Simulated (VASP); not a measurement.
# Pt (Fm-3m) in VASP: a series of runs, part 2 of 2

VASP 6.6.1. The steps go on from the part before.

### Step 3. Relaxation of cell and atoms, PBEsol

This run uses another cell than the first one, of 15.08 Å³/atom, 1.004 times its volume.

INCAR reads:

```
SYSTEM = Pt
ALGO = Normal ; EDIFF = 1E-7
EDIFFG = -0.02 ; ENCUT = 600
GGA = PS ; IBRION = 2
ISIF = 3 ; ISMEAR = -1
LASPH = .TRUE. ; LCHARG = .FALSE.
LREAL = .FALSE. ; LWAVE = .FALSE.
NELM = 60 ; NSW = 60
PREC = Accurate ; SIGMA = 0.05
```

KPOINTS reads:

```
k-points
0
G
  9 9 9
  0 0 0
```

POSCAR reads:

```
Pt
1.0
    0.0000000000      1.9609000000      1.9609000000
    1.9609000000      0.0000000000      1.9609000000
    1.9609000000      1.9609000000      0.0000000000
Pt
1
Direct
    0.0000000000      0.0000000000      0.0000000000
```

Potentials or basis: VASP PAW PBE potentials, release 64 (Pt).

Run with:

```sh
$ cat potpaw_PBE.64/Pt/POTCAR > POTCAR
$ mpirun -np 1 vasp_std > vasp.out
```

OUTCAR:

```text
SYSTEM = Pt
   EDIFF = 1E-7
   EDIFFG = -0.02
   ENCUT = 600
   GGA = PS
   IBRION = 2
   ISIF = 3
   ISMEAR = -1
   LASPH = .TRUE.
   LREAL = .FALSE.
   NELM = 60
   NSW = 60
   PREC = Accurate

 ion  position               nearest neighbor table
   1  0.000  0.000  0.000-

  LATTYP: Found a face centered cubic cell.
 ALAT       =     3.9218000000

  Lattice vectors:

 A1 = (   0.0000000000,   1.9609000000,   1.9609000000)
 A2 = (   1.9609000000,   0.0000000000,   1.9609000000)
 A3 = (   1.9609000000,   1.9609000000,   0.0000000000)

Analysis of symmetry for initial positions (statically):
=====================================================================
 Subroutine PRICEL returns:
 Original cell was already a primitive cell.

 Routine SETGRP: Setting up the symmetry group for a
 face centered cubic supercell.

 Subroutine GETGRP returns: Found 48 space group operations
 (whereof 48 operations were pure point group operations)
 out of a pool of 48 trial point group operations.

The static configuration has the point symmetry O_h .

Analysis of symmetry for dynamics (positions and initial velocities):
=====================================================================
 Subroutine PRICEL returns:
 Original cell was already a primitive cell.

 Routine SETGRP: Setting up the symmetry group for a
 face centered cubic supercell.

 Subroutine GETGRP returns: Found 48 space group operations
 (whereof 48 operations were pure point group operations)
 out of a pool of 48 trial point group operations.

The dynamic configuration has the point symmetry O_h .

 Subroutine INISYM returns: Found 48 space group operations
 (whereof 48 operations are pure point group operations),
 and found     1 'primitive' translations
[... 118 lines left out ...]
   GGA     = PS    functional components
   LHFCALC =     F    Hartree Fock is set to
   AEXX    =    0.0000 exact exchange contribution
   IVDW    =     0    specifies the selected vdW correction
   LEPSILON=     F    determine dielectric tensor
   LRPA    =     F    only Hartree local field effects (RPA)
 conjugate gradient relaxation of ions
 non-spin polarized calculation
  energy-cutoff  :      600.00
  volume of cell :       15.08
 maximum number of plane-waves:       531
 NGX is ok and might be reduce to    24
   NGX = 11   NGY = 11   NGZ = 11

--------------------------------------- Ionic step        1  -------------------------------------------

 number of electron      10.0000000 magnetization

 Free energy of the ion-electron system (eV)
  ---------------------------------------------------
  ext. energy  EPLUGINS =         0.00000000
  ---------------------------------------------------
  free energy    TOTEN  =        -6.99893845 eV

  energy without entropy =       -6.98731893  energy(sigma->0) =       -6.99312869

------------------------ aborting loop because EDIFF is reached ----------------------------------------

  FORCE on cell =-STRESS in cart. coord.  units (eV):
  Direction    XX          YY          ZZ          XY          YZ          ZX
  --------------------------------------------------------------------------------------
  -------------------------------------------------------------------------------------
  Total       -0.1388666     -0.1388666     -0.1388666      0.0000000      0.0000000      0.0000000
  in kB      -14.7540807    -14.7540807    -14.7540807      0.0000000      0.0000000      0.0000000
  external PRESSURE =     -14.7540807 kB  Pullay stress =       0.0000000 kB
[... 57 lines left out ...]
--------------------------------------- Ionic step        3  -------------------------------------------

 number of electron       9.9999999 magnetization

 Free energy of the ion-electron system (eV)
  ---------------------------------------------------
  ext. energy  EPLUGINS =         0.00000000
  ---------------------------------------------------
  free energy    TOTEN  =        -6.99929898 eV

  energy without entropy =       -6.98782418  energy(sigma->0) =       -6.99356158

 E-fermi :  11.2214     XC(G=0): -13.6577

 val. band max:       11.1672786570   @ k =   0.4444   0.4444   0.0000
 cond. band min:      11.2290570710   @ k =   0.4444   0.1111   0.0000
 fundamental gap:      0.0617784140
 Fermi energy:        11.2214442795

 k-point     1 :       0.0000    0.0000    0.0000
  band No.  band energies     occupation
      1       0.8415      2.00000
      2       7.3627      2.00000
      3       7.3627      2.00000
      4       7.3627      2.00000
      5       9.5632      2.00000
      6       9.5632      2.00000
      7      25.8038      0.00000
      8      30.7943      0.00000
      9      30.7943      0.00000
[... 265 lines left out ...]
 k-point    24 :       0.4444    0.4444    0.0000
  band No.  band energies     occupation
      1       4.0967      2.00000
      2       4.5652      2.00000
      3      11.1673      1.49424
      4      11.4772      0.01193
      5      11.4772      0.01193
      6      12.0830      0.00000
      7      21.1551      0.00000
      8      22.9510      0.00000
      9      22.9510      0.00000

 [... further k-points ...]
[... 5 lines left out ...]
  --------------------------------------------------------------------------------------
  -------------------------------------------------------------------------------------
  Total        0.0000072      0.0000072      0.0000072      0.0000000      0.0000000     -0.0000000
  in kB        0.0007724      0.0007724      0.0007724      0.0000000      0.0000000     -0.0000000
  external PRESSURE =       0.0007724 kB  Pullay stress =       0.0000000 kB
[... 16 lines left out ...]
  FREE ENERGIE OF THE ION-ELECTRON SYSTEM (eV)
  ---------------------------------------------------
  free  energy   TOTEN  =        -6.9992989788 eV

  energy  without entropy=       -6.9878241753  energy(sigma->0) =       -6.99356158

 reached required accuracy - stopping structural energy minimisation
```

CONTCAR:

```text
Pt
   1.00000000000000
    -0.0000000000000000    1.9575468272655381    1.9575468272655381
     1.9575468272655381    0.0000000000000000    1.9575468272655381
     1.9575468272655381    1.9575468272655381    0.0000000000000000
  Pt
     1
Direct
     0.0000000000000000    0.0000000000000000    0.0000000000000000

  0.00000000E+00  0.00000000E+00  0.00000000E+00
```

Run time: 19 s. Hardware: 1 thread of Intel Xeon Platinum 8375C at 2.90GHz (Ice Lake), shared host; peak memory 0.14 GiB.

Results:

- Free energy: -6.9993 eV
- Relaxed volume: 15.00 Å³/atom
- Relaxed cell: a = 2.768 Å, b = 2.768 Å, c = 2.768 Å, α = 60.00°, β = 60.00°, γ = 60.00°
- Space group after relaxing (to 0.05 Å): Fm-3m (No. 225)
- Energy gained by relaxing: 0.4 meV/atom
- Ionic steps: 3
- Pressure after relaxing: 0.0 GPa
- Band gap on the k mesh: zero (band 5 reaches 11.56 eV, above the bottom of band 6 at 9.47 eV)

The path:
```csv
step,energy change (eV),largest force (eV/Å),pressure (GPa),volume (Å³)
1,0.0000,0.0000,-1.48,15.08
2,0.0028,0.0000,4.57,14.78
3,-0.0004,0.0000,0.00,15.00
```

Final structure:
```yaml
crystal:
  lattice:
    - [0.00000, 1.95755, 1.95755]
    - [1.95755, 0.00000, 1.95755]
    - [1.95755, 1.95755, 0.00000]
  atoms:
    - { symbol: Pt, position: [0.00000, 0.00000, 0.00000] }
```

Caveat: the PAW data sets were made with another functional, which shifts forces and pressure a little; spin-orbit coupling is left out, which moves the levels of the heavy elements.
